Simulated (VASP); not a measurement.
Here is a VASP 6.6.1 calculation.

File INCAR:

```
PREC = Accurate ; ENCUT = 600
EDIFF = 1E-6 ; ISMEAR = 0
SIGMA = 0.02 ; LREAL = False
LASPH = True ; NELM = 100
ALGO = Normal ; ISIF = 3
LWAVE = False ; LCHARG = False
GGA = PE ; IVDW = 12
IBRION = 2 ; NSW = 100
EDIFFG = -0.005
```

KPOINTS

```
regular mesh
0
Gamma
  9 9 6
```

POSCAR

```
SnSe2
1.0
    3.8389775874      0.0000000000      0.0000000000
   -1.9194887937      3.3246521152      0.0000000000
    0.0000000000      0.0000000000      6.0278085378
Sn Se
1 2
Direct
    0.0000000000      0.0000000000      0.0000000000
    0.3333333333      0.6666666667      0.2645002944
    0.6666666667      0.3333333333      0.7354997056
```

Potentials or basis: VASP PAW PBE potentials, release 64 (Sn_d, Se).

Launch:

```bash
$ cat potpaw_PBE.64/Sn_d/POTCAR potpaw_PBE.64/Se/POTCAR > POTCAR
$ mpirun -np 1 vasp_std > vasp.out
```

(1) Predict the relaxed volume.

(2) Predict the dispersion energy per atom.

Answers

(1) 25.63 Å³/atom.

(2) -0.363 eV.
